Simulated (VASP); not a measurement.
# Ga8SbAs7 (F-43m) in VASP: single point with PBEsol

Aim: the single point of Ga8SbAs7 with PBEsol.

Program: VASP 6.6.1. These are calculated values, not measurements. Logs are shortened: lines on timing, memory, paths and dates and some standing lists are left out, and cuts for length are marked.

**1. The cell of the first run**

Symmetry: F-43m, No. 216, cubic system. Conventional cell: a = 11.438 Å, b = 11.438 Å, c = 11.438 Å, α = 90.00°, β = 90.00°, γ = 90.00°. Ga (site symmetry 3m) has 3 As at 2.45 Å and 1 Sb at 2.57 Å within 3.2 Å. Ga (site symmetry 3m) has 4 As at 2.47 to 2.48 Å within 3.3 Å. Sb (site symmetry -43m) has 4 Ga at 2.57 Å within 3.4 Å. Within 3.2 Å of As (site symmetry 2mm) lie 4 Ga at 2.45 to 2.48 Å. As (site symmetry -43m) has 4 Ga at 2.47 Å within 3.3 Å.

**2. Single point, PBEsol**

Input file INCAR:

```
SYSTEM = Ga8SbAs7
PREC     = Accurate       ! precision mode
ENCUT    = 520            ! plane-wave cutoff, eV
EDIFF    = 1E-6           ! SCF threshold, eV
ISMEAR   = 0              ! smearing method
SIGMA    = 0.1            ! smearing width, eV
LREAL    = Auto         
LASPH    = .True.         ! aspherical terms in the spheres
NELM     = 60             ! most SCF steps
ALGO     = Normal         ! electronic algorithm
ISIF     = 2              ! what is computed and relaxed
LWAVE    = .False.        ! write WAVECAR
LCHARG   = .False.        ! write CHGCAR
GGA      = PS             ! functional
NBANDS   = 86             ! bands
```

Input file KPOINTS:

```
regular mesh
0
Gamma
  6 6 6
  0 0 0
```

Input file POSCAR:

```
Ga8SbAs7
1.0
   -5.7192149056      5.7192149056      0.0000000000
   -5.7192149056      0.0000000000      5.7192149056
    0.0000000000      5.7192149056      5.7192149056
Ga Sb As
8 1 7
Direct
    0.0045377387      0.0045377387     -0.0136132161
    0.4997125885      0.0008622346     -0.0002874115
    0.0008622346      0.4997125885     -0.0002874115
    0.0045377387      0.0045377387      0.5045377387
    0.4997125885      0.4997125885     -0.0002874115
    0.4863867839      0.0045377387      0.5045377387
    0.0045377387      0.4863867839      0.5045377387
    0.4997125885      0.4997125885      0.5008622346
    0.8750000000      0.8750000000      0.3750000000
    0.3750107659      0.8749892341      0.3749892341
    0.8749892341      0.3750107659      0.3749892341
    0.8749892341      0.8749892341      0.8750107659
    0.3750107659      0.3750107659      0.3749892341
    0.3750107659      0.8749892341      0.8750107659
    0.8749892341      0.3750107659      0.8750107659
    0.3750000000      0.3750000000      0.8750000000
```

Potentials or basis: VASP PAW PBE potentials, release 64 (Ga_d, Sb, As).

Command:

```sh
$ cat potpaw_PBE.64/Ga_d/POTCAR potpaw_PBE.64/Sb/POTCAR potpaw_PBE.64/As/POTCAR > POTCAR
$ mpirun -np 1 vasp_std > vasp.out
```

OUTCAR:

```text
SYSTEM = Ga8SbAs7
   PREC = Accurate
   ENCUT = 520
   EDIFF = 1E-6
   ISMEAR = 0
   LREAL = Auto
   LASPH = .True.
   NELM = 60
   ISIF = 2
   GGA = PS

 ion  position               nearest neighbor table
   1  0.005  0.005  0.986-  15 2.45  14 2.45  12 2.45   9 2.57
   2  0.500  0.001  1.000-  16 2.47  12 2.48  10 2.48  14 2.48
   3  0.001  0.500  1.000-  16 2.47  12 2.48  11 2.48  15 2.48
   4  0.005  0.005  0.505-  10 2.45  11 2.45  12 2.45   9 2.57
   5  0.500  0.500  1.000-  16 2.47  14 2.48  15 2.48  13 2.48
   6  0.486  0.005  0.505-  13 2.45  14 2.45  10 2.45   9 2.57
[... 8 lines left out ...]
  15  0.875  0.375  0.875-   1 2.45   7 2.45   5 2.48   3 2.48
  16  0.375  0.375  0.875-   2 2.47   8 2.47   3 2.47   5 2.47

  LATTYP: Found a face centered cubic cell.
 ALAT       =    11.4384298112

  Lattice vectors:

 A1 = (  -5.7192149056,   5.7192149056,   0.0000000000)
 A2 = (  -5.7192149056,   0.0000000000,   5.7192149056)
 A3 = (   0.0000000000,   5.7192149056,   5.7192149056)

Analysis of symmetry for initial positions (statically):
=====================================================================
 Subroutine PRICEL returns:
 Original cell was already a primitive cell.

 Routine SETGRP: Setting up the symmetry group for a
 face centered cubic supercell.

 Subroutine GETGRP returns: Found 24 space group operations
 (whereof  6 operations were pure point group operations)
 out of a pool of 48 trial point group operations.

The static configuration has the point symmetry C_3v.
 The point group associated with its full space group is T_d .

Analysis of symmetry for dynamics (positions and initial velocities):
=====================================================================
 Subroutine PRICEL returns:
 Original cell was already a primitive cell.

 Routine SETGRP: Setting up the symmetry group for a
 face centered cubic supercell.

 Subroutine GETGRP returns: Found 24 space group operations
 (whereof  6 operations were pure point group operations)
 out of a pool of 48 trial point group operations.

The dynamic configuration has the point symmetry C_3v.
 The point group associated with its full space group is T_d .

 Subroutine INISYM returns: Found 24 space group operations
 (whereof  6 operations are pure point group operations),
 and found     1 'primitive' translations

----------------------------------------------------------------------------------------

                                     Primitive cell

  volume of cell :     374.1444

  direct lattice vectors                    reciprocal lattice vectors
    -5.719214906  5.719214906  0.000000000    -0.087424587  0.087424587 -0.087424587
    -5.719214906  0.000000000  5.719214906    -0.087424587 -0.087424587  0.087424587
     0.000000000  5.719214906  5.719214906     0.087424587  0.087424587  0.087424587

  length of vectors
     8.088191286  8.088191286  8.088191286     0.151423826  0.151423826  0.151423826

  position of ions in fractional coordinates (direct lattice)
     0.004537739  0.004537739  0.986386784
     0.499712589  0.000862235  0.999712589
     0.000862235  0.499712589  0.999712589
     0.004537739  0.004537739  0.504537739
     0.499712589  0.499712589  0.999712589
     0.486386784  0.004537739  0.504537739
[... 8 lines left out ...]
     0.874989234  0.375010766  0.875010766
     0.375000000  0.375000000  0.875000000

  ion indices of the primitive-cell ions
   primitive index   ion index
                 1           1
                 2           2
                 3           3
                 4           4
                 5           5
                 6           6
[... 8 lines left out ...]
                15          15
                16          16

----------------------------------------------------------------------------------------

 KPOINTS: regular mesh

Automatic generation of k-mesh.
 Grid dimensions read from file:
 generate k-points for:    6    6    6

 Generating k-lattice:

  Cartesian coordinates                     Fractional coordinates (reciprocal lattice)
    -0.014570764  0.014570764 -0.014570764     0.166666667  0.000000000  0.000000000
    -0.014570764 -0.014570764  0.014570764     0.000000000  0.166666667  0.000000000
     0.014570764  0.014570764  0.014570764     0.000000000  0.000000000  0.166666667

  Length of vectors
     0.025237304  0.025237304  0.025237304

  Shift w.r.t. Gamma in fractional coordinates (k-lattice)
     0.000000000  0.000000000  0.000000000

 Subroutine IBZKPT returns following result:
 ===========================================

 Found     16 irreducible k-points:

 Following reciprocal coordinates:
            Coordinates               Weight
  0.000000  0.000000  0.000000      1.000000
  0.166667  0.000000  0.000000      8.000000
  0.333333  0.000000  0.000000      8.000000
  0.500000  0.000000  0.000000      4.000000
  0.166667  0.166667  0.000000      6.000000
  0.333333  0.166667  0.000000     24.000000
[... 8 lines left out ...]
 -0.333333  0.333333  0.166667     24.000000
 -0.333333  0.500000  0.166667     12.000000
   k-points           NKPTS =     16   k-points in BZ     NKDIM =     16   number of bands    NBANDS=     86
   number of dos      NEDOS =    301   number of ions     NIONS =     16
   total plane-waves  NPLWV = 216000
   dimension x,y,z NGX =    60 NGY =   60 NGZ =   60
   dimension x,y,z NGXF=   120 NGYF=  120 NGZF=  120
   ions per type =               8   1   7
   NGX,Y,Z   is equivalent  to a cutoff of  12.33, 12.33, 12.33 a.u.
   NGXF,Y,Z  is equivalent  to a cutoff of  24.66, 24.66, 24.66 a.u.
 SYSTEM =  Ga8SbAs7
   PREC   = accura    normal or accurate (medium, high low for compatibility)
   ISTART =      0    job   : 0-new  1-cont  2-samecut
   ICHARG =      2    charge: 1-file 2-atom 10-const
   ISPIN  =      1    spin polarized calculation?
   LNONCOLLINEAR =      F non collinear calculations
   LSORBIT =      F    spin-orbit coupling
   LASPH  =      T    aspherical Exc in radial PAW
   ENCUT  =  520.0 eV  38.22 Ry    6.18 a.u.  15.04 15.04 15.04*2*pi/ulx,y,z
   NELM   =     60;   NELMIN=  2; NELMDL= -5     # of ELM steps
   EDIFF  = 0.1E-05   stopping-criterion for ELM
   LREAL  =      T    real-space projection
   EDIFFG = 0.1E-04   stopping-criterion for IOM
   NSW    =      0    number of steps for IOM
   IBRION =     -1    ionic relax: 0-MD 1-quasi-New 2-CG
   NFREE  =      0    steps in history (QN), initial steepest desc. (CG)
   ISIF   =      2    stress and relaxation
   ISYM   =      2    0-nonsym 1-usesym 2-fastsym
   POTIM  = 0.5000    time-step for ionic-motion
   TEBEG  =    0.0;   TEEND  =   0.0 temperature during run
   PSTRESS=    0.0 pullay stress
   NELECT =     144.0000    total number of electrons
   NUPDOWN=      -1.0000    fix difference up-down
   EMIN   =  10.00;   EMAX   =-10.00  energy-range for DOS
   EFERMI =   0.00;   METHOD = LEGACY
   ISMEAR =     0;   SIGMA  =   0.10  broadening in eV -4-tet -1-fermi 0-gaus
   EFERMI_NEDOS =   21; number of points for ismear=-14 and -15
   IALGO  =     38    algorithm
   IMIX   =      4    mixing-type and parameters
     AMIX     =   0.40;   BMIX     =  1.00
     AMIX_MAG =   1.60;   BMIX_MAG =  1.00
  volume/ion in A,a.u.               =      23.38       157.80
  Fermi-wavevector in a.u.,A,eV,Ry     =   1.190829  2.250340 19.294050  1.418073
  Thomas-Fermi vector in A             =   2.326904
   LORBIT       =      0    0 simple, 1 ext, 2 COOP (PROOUT), +10 PAW based schemes
   GGA     = PS    functional components
   LHFCALC =     F    Hartree Fock is set to
   AEXX    =    0.0000 exact exchange contribution
   IVDW    =     0    specifies the selected vdW correction
   LEPSILON=     F    determine dielectric tensor
   LRPA    =     F    only Hartree local field effects (RPA)
 non-spin polarized calculation
 Gauss-broadening in eV      SIGMA  =   0.10
  energy-cutoff  :      520.00
  volume of cell :      374.14
 maximum number of plane-waves:     10104
   NGX = 31   NGY = 31   NGZ = 31

 number of electron     143.9999966 magnetization

 Free energy of the ion-electron system (eV)
  ---------------------------------------------------
  ext. energy  EPLUGINS =         0.00000000
  ---------------------------------------------------
  free energy    TOTEN  =       -71.55075434 eV

  energy without entropy =      -71.54988854  energy(sigma->0) =      -71.55032144

 E-fermi :   4.0694     XC(G=0):  -9.6920

 val. band max:        4.0671398152   @ k =   0.0000   0.0000   0.0000
 cond. band min:       4.6306843574   @ k =   0.0000   0.0000   0.0000
 fundamental gap:      0.5635445422
 Fermi energy:         4.0693904055

 k-point     1 :       0.0000    0.0000    0.0000
  band No.  band energies     occupation
      1     -11.0397      2.00000
      2     -11.0125      2.00000
      3     -11.0125      2.00000
      4     -10.9878      2.00000
      5     -10.9878      2.00000
      6     -10.9878      2.00000
[... 76 lines left out ...]
     83       5.6110      0.00000
     84       7.4874      0.00000

 k-point     2 :       0.1667    0.0000    0.0000
  band No.  band energies     occupation
      1     -11.0377      2.00000
      2     -11.0106      2.00000
      3     -11.0106      2.00000
      4     -10.9877      2.00000
      5     -10.9877      2.00000
      6     -10.9864      2.00000
[... 1207 lines left out ...]
     83       7.6154      0.00000
     84       7.7371      0.00000

 k-point    16 :      -0.3333    0.5000    0.1667
  band No.  band energies     occupation
      1     -11.0279      2.00000
      2     -11.0017      2.00000
      3     -11.0007      2.00000
      4     -10.9880      2.00000
      5     -10.9854      2.00000
      6     -10.9805      2.00000
[... 76 lines left out ...]
     83       7.7728      0.00000
     84       7.9257      0.00000
 [bands above 84 left out]

------------------------ aborting loop because EDIFF is reached ----------------------------------------

  FORCE on cell =-STRESS in cart. coord.  units (eV):
  Direction    XX          YY          ZZ          XY          YZ          ZX
  --------------------------------------------------------------------------------------
  -------------------------------------------------------------------------------------
  Total        0.3795568      0.3795568      0.3795568      0.0000000      0.0000000     -0.0000000
  in kB        1.6253545      1.6253545      1.6253545      0.0000000      0.0000000     -0.0000000
  external PRESSURE =       1.6253545 kB  Pullay stress =       0.0000000 kB

 VOLUME and BASIS-vectors are now :
 -----------------------------------------------------------------------------
  energy-cutoff  :      520.00
  volume of cell :      374.14
      direct lattice vectors                 reciprocal lattice vectors
    -5.719214906  5.719214906  0.000000000    -0.087424587  0.087424587 -0.087424587
    -5.719214906  0.000000000  5.719214906    -0.087424587 -0.087424587  0.087424587
     0.000000000  5.719214906  5.719214906     0.087424587  0.087424587  0.087424587

 POSITION                                       TOTAL-FORCE (eV/Angst)
 -----------------------------------------------------------------------------------
     -0.05190      5.66731      5.66731        -0.000872     -0.000872     -0.000872
     -2.86289      8.57553      5.72250        -0.000299     -0.000299      0.000299
     -2.86289      5.72250      8.57553        -0.000299      0.000299     -0.000299
     -0.05190      2.91151      2.91151        -0.000872      0.000872      0.000872
     -5.71593      8.57553      8.57553         0.000299     -0.000299     -0.000299
     -2.80770      5.66731      2.91151         0.000872     -0.000872      0.000872
[... 8 lines left out ...]
     -7.14902     10.00863      7.14914        -0.000000     -0.000000     -0.000649
     -4.28941      7.14902      7.14902        -0.000000     -0.000000     -0.000000
 -----------------------------------------------------------------------------------
    total drift:                               -0.000000     -0.000000     -0.000000

  FREE ENERGIE OF THE ION-ELECTRON SYSTEM (eV)
  ---------------------------------------------------
  free  energy   TOTEN  =       -71.5507543380 eV

  energy  without entropy=      -71.5498885380  energy(sigma->0) =      -71.55032144
```

Wall time 15 min (1 thread of Intel Xeon Platinum 8375C at 2.90GHz (Ice Lake), shared host); peak memory 0.67 GiB.

What came out:

```
Free energy : -71.5508 eV
Pressure    : 0.2 GPa
```

Levels at points of the mesh, in eV from the Fermi level:
```csv
k point,band 68,band 69,band 70,band 71,band 72,band 73,band 74,band 75,band 76,band 77
"(0.00, 0.00, 0.00)",-1.12,-1.12,-0.07,-0.07,-0.07,0.00,0.56,0.56,0.56,0.87
"(0.50, 0.00, 0.00)",-2.06,-0.96,-0.96,-0.63,-0.63,0.94,1.19,1.77,1.81,1.81
"(0.50, 0.50, 0.00)",-1.81,-1.56,-1.43,-1.15,-1.15,1.60,1.67,2.28,2.28,2.41
```

Caveat: the PAW data sets were made with another functional, which shifts forces and pressure a little; spin-orbit coupling is left out, which moves the levels of the heavy elements.
